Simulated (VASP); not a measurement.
# Ir in VASP: further runs, part 2 of 2

VASP 6.6.1. Earlier steps stand in the parts before.

## 3. Single point, PBE

Contents of INCAR:

```
  PREC = Accurate
  ENCUT = 520
  EDIFF = 1E-6
  ISMEAR = -1
  SIGMA = 0.08
  LREAL = F
  LASPH = T
  NELM = 100
  ALGO = Normal
  ISIF = 2
  LWAVE = F
  LCHARG = F
  LDIPOL = T
  IDIPOL = 3
  DIPOL = 0.5 0.5 0.500
  GGA = PE
  NBANDS = 36
```

Contents of KPOINTS:

```
regular mesh
0
Gamma
  7 8 1
```

Contents of POSCAR:

```
Ir
1.0
    4.7608545807      0.0000000000      0.0000000000
    0.0000000000      4.4541505768      0.0000000000
    0.0000000000      0.0000000000     18.7487000000
Ir
6
Direct
    0.3694880858      0.7500000000      0.4333704415
    0.6305119142      0.2500000000      0.4333704415
    0.8728142312      0.7500000000      0.5000000076
    0.1271857688      0.2500000000      0.5000000076
    0.3694881045      0.7500000000      0.5666295510
    0.6305118955      0.2500000000      0.5666295510
```

Potentials or basis: VASP PAW PBE potentials, release 64 (Ir).

The run is started by

```sh
cat potpaw_PBE.64/Ir/POTCAR > POTCAR
mpirun -np 1 vasp_std > vasp.out
```

OUTCAR:

```text
PREC = Accurate
   ENCUT = 520
   EDIFF = 1E-6
   ISMEAR = -1
   LREAL = F
   LASPH = T
   NELM = 100
   ISIF = 2
   GGA = PE

 ion  position               nearest neighbor table
   1  0.369  0.750  0.433-   5 2.50   2 2.55   2 2.55   3 2.67   3 2.70   4 2.80   4 2.80
   2  0.631  0.250  0.433-   6 2.50   1 2.55   1 2.55   4 2.67   4 2.70   3 2.80   3 2.80
   3  0.873  0.750  0.500-   4 2.54   4 2.54   5 2.67   1 2.67   5 2.70   1 2.70   6 2.80   6 2.80
                             2 2.80   2 2.80
   4  0.127  0.250  0.500-   3 2.54   3 2.54   6 2.67   2 2.67   6 2.70   2 2.70   5 2.80   5 2.80
                             1 2.80   1 2.80
   5  0.369  0.750  0.567-   1 2.50   6 2.55   6 2.55   3 2.67   3 2.70   4 2.80   4 2.80
   6  0.631  0.250  0.567-   2 2.50   5 2.55   5 2.55   4 2.67   4 2.70   3 2.80   3 2.80

  LATTYP: Found a simple orthorhombic cell.
 ALAT       =     4.4541505768
 B/A-ratio  =     1.0688580232
 C/A-ratio  =     4.2092649713

  Lattice vectors:

 A1 = (   0.0000000000,  -4.4541505768,   0.0000000000)
 A2 = (   4.7608545807,   0.0000000000,   0.0000000000)
 A3 = (   0.0000000000,   0.0000000000,  18.7487000000)

Analysis of symmetry for initial positions (statically):
=====================================================================
 Subroutine PRICEL returns:
 Original cell was already a primitive cell.

 Routine SETGRP: Setting up the symmetry group for a
 simple orthorhombic supercell.

 Subroutine GETGRP returns: Found  8 space group operations
 (whereof  4 operations were pure point group operations)
 out of a pool of  8 trial point group operations.

The static configuration has the point symmetry C_2h.
 The point group associated with its full space group is D_2h.

Analysis of symmetry for dynamics (positions and initial velocities):
=====================================================================
 Subroutine PRICEL returns:
 Original cell was already a primitive cell.

 Routine SETGRP: Setting up the symmetry group for a
 simple orthorhombic supercell.

[... 135 lines left out ...]
   AEXX    =    0.0000 exact exchange contribution
   IVDW    =     0    specifies the selected vdW correction
   LEPSILON=     F    determine dielectric tensor
   LRPA    =     F    only Hartree local field effects (RPA)
 non-spin polarized calculation
  energy-cutoff  :      520.00
  volume of cell :      397.58
 maximum number of plane-waves:     10734
 NGX is ok and might be reduce to    36
   NGX = 17   NGY = 17   NGZ = 69

 number of electron      53.9999998 magnetization

 dipolmoment           0.000000      0.000000      0.000003 electrons x Angstroem

 Free energy of the ion-electron system (eV)
  ---------------------------------------------------
  ext. energy  EPLUGINS =         0.00000000
  ---------------------------------------------------
  free energy    TOTEN  =       -45.49922176 eV

  energy without entropy =      -45.28234392  energy(sigma->0) =      -45.39078284

 E-fermi :  -1.7720     XC(G=0):  -4.1047

 val. band max:       -1.7801904425   @ k =   0.2857   0.2500   0.0000
 cond. band min:      -1.7644301375   @ k =   0.2857   0.3750   0.0000
 fundamental gap:      0.0157603049
 Fermi energy:        -1.7719699006

 k-point     1 :       0.0000    0.0000    0.0000
  band No.  band energies     occupation
      1     -10.8535      2.00000
      2      -8.3411      2.00000
      3      -7.7287      2.00000
      4      -7.2363      2.00000
      5      -7.0618      2.00000
      6      -6.8020      2.00000
[... 769 lines left out ...]
     35       0.4817      0.00000
     36       0.4817      0.00000

------------------------ aborting loop because EDIFF is reached ----------------------------------------

 vacuum level on the upper side and lower side of the slab       (xc-potential included)        -0.116        -0.116

  FORCE on cell =-STRESS in cart. coord.  units (eV):
  Direction    XX          YY          ZZ          XY          YZ          ZX
  --------------------------------------------------------------------------------------
  -------------------------------------------------------------------------------------
  Total       -4.2149752     -1.1552744      0.1475949      0.0000000      0.0000000      0.0000000
  in kB      -16.9857464     -4.6555902      0.5947862      0.0000000      0.0000000      0.0000000
  external PRESSURE =      -7.0155168 kB  Pullay stress =       0.0000000 kB

 VOLUME and BASIS-vectors are now :
 -----------------------------------------------------------------------------
  energy-cutoff  :      520.00
  volume of cell :      397.58
      direct lattice vectors                 reciprocal lattice vectors
     4.760854581  0.000000000  0.000000000     0.210046323  0.000000000  0.000000000
     0.000000000  4.454150577  0.000000000     0.000000000  0.224509698  0.000000000
     0.000000000  0.000000000 18.748700000     0.000000000  0.000000000  0.053337031

 POSITION                                       TOTAL-FORCE (eV/Angst)
 -----------------------------------------------------------------------------------
      1.75908      3.34061      8.12513        -0.016003     -0.000000     -0.038760
      3.00178      1.11354      8.12513         0.016003     -0.000000     -0.038760
      4.15534      3.34061      9.37435        -0.030129      0.000000      0.000000
      0.60551      1.11354      9.37435         0.030129     -0.000000      0.000000
      1.75908      3.34061     10.62357        -0.016003     -0.000000      0.038760
      3.00178      1.11354     10.62357         0.016003      0.000000      0.038760
 -----------------------------------------------------------------------------------
    total drift:                                0.000000      0.000000      0.000266

  FREE ENERGIE OF THE ION-ELECTRON SYSTEM (eV)
  ---------------------------------------------------
  free  energy   TOTEN  =       -45.4992217631 eV

  energy  without entropy=      -45.2823439230  energy(sigma->0) =      -45.39078284

 vacuum level on the upper side and lower side of the slab         3.179         3.179
```

stdout:

```text
POSCAR found type information on POSCAR Ir
 POSCAR found :  1 types and       6 ions
 scaLAPACK will be used
 LDA part: xc-table for (Slater+PW92), standard interpolation
 POSCAR, INCAR and KPOINTS ok, starting setup
 FFT: planning ... GRIDC
 FFT: planning ... GRID_SOFT
 FFT: planning ... GRID
 WAVECAR not read
 entering main loop
```

It took 4 min on 1 thread of Intel Xeon 6975P-C (Granite Rapids), shared host; peak memory 0.54 GiB.

Results:

```
Free energy            : -45.4992 eV
Largest force          : 0.042 eV/Å
Band gap on the k mesh : zero (band 27 reaches -1.56 eV, above the bottom of band 28 at -2.08 eV)
```

Forces in eV/Å, atoms in the order of the input:
```
Ir  -0.016  0.000 -0.039
Ir   0.016  0.000 -0.039
Ir  -0.030  0.000  0.000
Ir   0.030  0.000  0.000
Ir  -0.016  0.000  0.039
Ir   0.016  0.000  0.039
```

Caveat: spin-orbit coupling is left out, which moves the levels of the heavy elements.
